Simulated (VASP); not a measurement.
# InP (Fm-3m) in VASP: relaxation of cell and atoms with r2SCAN

Aim: the relaxation of cell and atoms of InP with r2SCAN.

Everything below comes from runs of VASP 6.6.1. Logs are shortened: lines on timing, memory, paths and dates and some standing lists are left out, and cuts for length are marked.

## (1) The cell of the first run

It takes space group Fm-3m (No. 225, cubic). The conventional cell has a = 5.493 Å, b = 5.493 Å, c = 5.493 Å, α = 90.00°, β = 90.00°, γ = 90.00°. Within 3.6 Å of In (site symmetry m-3m) lie 6 P at 2.75 Å. Within 3.6 Å of P (site symmetry m-3m) lie 6 In at 2.75 Å.

## (2) Relaxation of cell and atoms, r2SCAN

Input file POSCAR:

```
InP
1.0
    0.0000000000      2.7466124180      2.7466124180
    2.7466124180      0.0000000000      2.7466124180
    2.7466124180      2.7466124180      0.0000000000
In P
1 1
Direct
    0.0000000000      0.0000000000      0.0000000000
    0.5000000000      0.5000000000      0.5000000000
```

Input file INCAR.step1:

```
SYSTEM = InP
  PREC = Accurate
  ENCUT = 600
  ISMEAR = 0
  SIGMA = 0.1
  LREAL = .False.
  LASPH = .True.
  NELM = 100
  GGA = PE
  ALGO = Normal
  EDIFF = 1E-4
  LWAVE = .True.
  LCHARG = .False.
```

Input file INCAR.step2:

```
SYSTEM = InP
  PREC = Accurate
  ENCUT = 600
  EDIFF = 1E-7
  ISMEAR = 0
  SIGMA = 0.1
  LREAL = .False.
  LASPH = .True.
  NELM = 100
  ALGO = Normal
  ISIF = 3
  LWAVE = .False.
  LCHARG = .False.
  METAGGA = R2SCAN
  LMIXTAU = .True.
  IBRION = 2
  NSW = 100
  EDIFFG = -0.005
  ISTART = 1
```

Input file KPOINTS:

```
regular mesh
0
Gamma
  14 14 14
  0 0 0
```

Potentials or basis: VASP PAW PBE potentials, release 64 (In_d, P).

Started as:

```sh
$ cat potpaw_PBE.64/In_d/POTCAR potpaw_PBE.64/P/POTCAR > POTCAR
$ cp INCAR.step1 INCAR
$ mpirun -np 1 vasp_std > vasp.out
$ cp INCAR.step2 INCAR
$ mpirun -np 1 vasp_std > vasp.out
```

OUTCAR:

```text
SYSTEM = InP
   PREC = Accurate
   ENCUT = 600
   EDIFF = 1E-7
   ISMEAR = 0
   LREAL = .False.
   LASPH = .True.
   NELM = 100
   ISIF = 3
   METAGGA = R2SCAN
   IBRION = 2
   NSW = 100
   EDIFFG = -0.005
   ISTART = 1

 ion  position               nearest neighbor table
   1  0.000  0.000  0.000-   2 2.75   2 2.75   2 2.75   2 2.75   2 2.75   2 2.75
   2  0.500  0.500  0.500-   1 2.75   1 2.75   1 2.75   1 2.75   1 2.75   1 2.75

  LATTYP: Found a face centered cubic cell.
 ALAT       =     5.4932248360

  Lattice vectors:

 A1 = (   0.0000000000,   2.7466124180,   2.7466124180)
 A2 = (   2.7466124180,   0.0000000000,   2.7466124180)
 A3 = (   2.7466124180,   2.7466124180,   0.0000000000)

Analysis of symmetry for initial positions (statically):
=====================================================================
 Subroutine PRICEL returns:
 Original cell was already a primitive cell.

 Routine SETGRP: Setting up the symmetry group for a
 face centered cubic supercell.

 Subroutine GETGRP returns: Found 48 space group operations
 (whereof 48 operations were pure point group operations)
 out of a pool of 48 trial point group operations.

The static configuration has the point symmetry O_h .

Analysis of symmetry for dynamics (positions and initial velocities):
=====================================================================
 Subroutine PRICEL returns:
 Original cell was already a primitive cell.

 Routine SETGRP: Setting up the symmetry group for a
 face centered cubic supercell.

 Subroutine GETGRP returns: Found 48 space group operations
 (whereof 48 operations were pure point group operations)
 out of a pool of 48 trial point group operations.

The dynamic configuration has the point symmetry O_h .

 Subroutine INISYM returns: Found 48 space group operations
 (whereof 48 operations are pure point group operations),
 and found     1 'primitive' translations

----------------------------------------------------------------------------------------

                                     Primitive cell

  volume of cell :      41.4402

  direct lattice vectors                    reciprocal lattice vectors
     0.000000000  2.746612418  2.746612418    -0.182042430  0.182042430  0.182042430
[... 99 lines left out ...]
   EMIN   =  10.00;   EMAX   =-10.00  energy-range for DOS
   EFERMI =   0.00;   METHOD = LEGACY
   ISMEAR =     0;   SIGMA  =   0.10  broadening in eV -4-tet -1-fermi 0-gaus
   EFERMI_NEDOS =   21; number of points for ismear=-14 and -15
   IALGO  =     38    algorithm
   IMIX   =      4    mixing-type and parameters
     AMIX     =   0.40;   BMIX     =  1.00
     AMIX_MAG =   1.60;   BMIX_MAG =  1.00
  volume/ion in A,a.u.               =      20.72       139.83
  Fermi-wavevector in a.u.,A,eV,Ry     =   1.239819  2.342918 20.914211  1.537151
  Thomas-Fermi vector in A             =   2.374286
   LORBIT       =      0    0 simple, 1 ext, 2 COOP (PROOUT), +10 PAW based schemes
   METAGGA = R2SCAN    functional components
   LHFCALC =     F    Hartree Fock is set to
   AEXX    =    0.0000 exact exchange contribution
   IVDW    =     0    specifies the selected vdW correction
   LEPSILON=     F    determine dielectric tensor
   LRPA    =     F    only Hartree local field effects (RPA)
 conjugate gradient relaxation of ions
 non-spin polarized calculation
 Gauss-broadening in eV      SIGMA  =   0.10
  energy-cutoff  :      600.00
  volume of cell :       41.44
 maximum number of plane-waves:      1411
   NGX = 15   NGY = 15   NGZ = 15

--------------------------------------- Ionic step        1  -------------------------------------------

 number of electron      17.9999996 magnetization

 Free energy of the ion-electron system (eV)
  ---------------------------------------------------
  ext. energy  EPLUGINS =         0.00000000
  ---------------------------------------------------
  free energy    TOTEN  =       -31.73618475 eV

  energy without entropy =      -31.73103945  energy(sigma->0) =      -31.73361210

------------------------ aborting loop because EDIFF is reached ----------------------------------------

  FORCE on cell =-STRESS in cart. coord.  units (eV):
  Direction    XX          YY          ZZ          XY          YZ          ZX
  --------------------------------------------------------------------------------------
  -------------------------------------------------------------------------------------
  Total        0.0479551      0.0479551      0.0479551     -0.0000000      0.0000000      0.0000000
  in kB        1.8540595      1.8540595      1.8540595     -0.0000000      0.0000000      0.0000000
  external PRESSURE =       1.8540595 kB  Pullay stress =       0.0000000 kB
[... 59 lines left out ...]
--------------------------------------- Ionic step        3  -------------------------------------------

 number of electron      17.9999996 magnetization

 Free energy of the ion-electron system (eV)
  ---------------------------------------------------
  ext. energy  EPLUGINS =         0.00000000
  ---------------------------------------------------
  free energy    TOTEN  =       -31.73623394 eV

  energy without entropy =      -31.73106012  energy(sigma->0) =      -31.73364703

 E-fermi :   7.1845     XC(G=0): -11.1205

 val. band max:        7.1610690240   @ k =   0.4286   0.2857   0.0000
 cond. band min:       7.1848887724   @ k =   0.3571   0.0000   0.0000
 fundamental gap:      0.0238197484
 Fermi energy:         7.1845207469

 k-point     1 :       0.0000    0.0000    0.0000
  band No.  band energies     occupation
      1      -7.6108      2.00000
      2      -7.6108      2.00000
      3      -7.5715      2.00000
      4      -7.5715      2.00000
      5      -7.5715      2.00000
      6      -5.4956      2.00000
      7       6.8579      2.00000
      8       6.8579      2.00000
      9       6.8579      2.00000
     10       8.4059      0.00000
     11      14.7245      0.00000
     12      14.7245      0.00000
     13      14.7245      0.00000
[... 354 lines left out ...]
  band No.  band energies     occupation
      1      -7.7066      2.00000
      2      -7.6126      2.00000
      3      -7.5848      2.00000
      4      -7.5294      2.00000
      5      -7.5158      2.00000
      6      -4.4899      2.00000
      7       3.3570      2.00000
      8       6.1141      2.00000
      9       6.4620      2.00000
     10       9.8323      0.00000
     11      12.2730      0.00000
     12      13.3425      0.00000
     13      14.1563      0.00000

 [... further k-points ...]
[... 5 lines left out ...]
  --------------------------------------------------------------------------------------
  -------------------------------------------------------------------------------------
  Total       -0.0003741     -0.0003741     -0.0003741      0.0000000      0.0000000      0.0000000
  in kB       -0.0144350     -0.0144350     -0.0144350      0.0000000      0.0000000      0.0000000
  external PRESSURE =      -0.0144350 kB  Pullay stress =       0.0000000 kB
[... 17 lines left out ...]
  FREE ENERGIE OF THE ION-ELECTRON SYSTEM (eV)
  ---------------------------------------------------
  free  energy   TOTEN  =       -31.7362339403 eV

  energy  without entropy=      -31.7310601216  energy(sigma->0) =      -31.73364703

 reached required accuracy - stopping structural energy minimisation
```

OUTCAR.step1:

```text
SYSTEM = InP
   PREC = Accurate
   ENCUT = 600
   ISMEAR = 0
   LREAL = .False.
   LASPH = .True.
[... 605 lines left out ...]
      0.00000      0.00000      0.00000         0.000000      0.000000     -0.000000
      2.74661      2.74661      2.74661        -0.000000     -0.000000      0.000000
 -----------------------------------------------------------------------------------
    total drift:                                0.000000     -0.000000     -0.000000

  FREE ENERGIE OF THE ION-ELECTRON SYSTEM (eV)
  ---------------------------------------------------
  free  energy   TOTEN  =        -7.9114024324 eV

  energy  without entropy=       -7.9050666773  energy(sigma->0) =       -7.90823455
```

OSZICAR.step1:

```text
N       E                     dE             d eps       ncg     rms          rms(c)
DAV:   1     0.115810792838E+03    0.11581E+03   -0.95066E+03  2724   0.182E+03
DAV:   2    -0.460642498394E+00   -0.11627E+03   -0.11286E+03  2809   0.360E+02
DAV:   3    -0.801637953689E+01   -0.75557E+01   -0.73962E+01  3532   0.907E+01
DAV:   4    -0.821836166691E+01   -0.20198E+00   -0.20133E+00  3249   0.147E+01
DAV:   5    -0.822649305957E+01   -0.81314E-02   -0.81309E-02  3968   0.279E+00    0.495E+00
DAV:   6    -0.792085829070E+01    0.30563E+00   -0.66308E-01  3786   0.154E+01    0.290E+00
DAV:   7    -0.791182451216E+01    0.90338E-02   -0.94482E-02  3847   0.294E+00    0.123E+00
DAV:   8    -0.791131042134E+01    0.51409E-03   -0.64235E-03  3258   0.121E+00    0.227E-01
DAV:   9    -0.791140243236E+01   -0.92011E-04   -0.56849E-04  3509   0.406E-01
   1 F= -.79114024E+01 E0= -.79082346E+01  d E =-.633576E-02
```

It took 3.5 min on 1 thread of Intel Xeon 6975P-C (Granite Rapids), shared host; peak memory 0.24 GiB.

What came out:

```yaml
Free_energy: -31.7362 eV
Relaxed_volume: 20.76 Å³/atom
Relaxed_cell: a = 3.887 Å, b = 3.887 Å, c = 3.887 Å, α = 60.00°, β = 60.00°, γ = 60.00°
Space_group_after_relaxing_to_0.05_Å: Fm-3m (No. 225)
Energy_gained_by_relaxing: 0.0 meV/atom
Ionic_steps: 3
Pressure_after_relaxing: 0.0 GPa
Band_gap_on_the_k_mesh: zero (band 9 reaches 7.49 eV, above the bottom of band 10 at 4.88 eV)
```

Final structure:
```
In P
1.0
     0.00000    2.74853    2.74853
     2.74853    0.00000    2.74853
     2.74853    2.74853    0.00000
In P
1 1
Direct
  0.00000 0.00000 0.00000
  0.50000 0.50000 0.50000
```

Levels at points of the mesh, in eV from the Fermi level:
```
           k point  band 6  band 7  band 8  band 9  band 10  band 11  band 12  band 13
(0.00, 0.00, 0.00)  -12.68   -0.33   -0.33   -0.33     1.22     7.54     7.54     7.54
(0.50, 0.00, 0.00)  -10.47   -6.92    0.14    0.14     2.97     3.71     3.71     5.88
(0.50, 0.50, 0.00)   -9.22   -5.24   -2.50   -2.50    -2.31     4.17    10.84    10.84
```

Caveat: the PAW data sets were made with another functional, which shifts forces and pressure a little; spin-orbit coupling is left out, which moves the levels of the heavy elements.
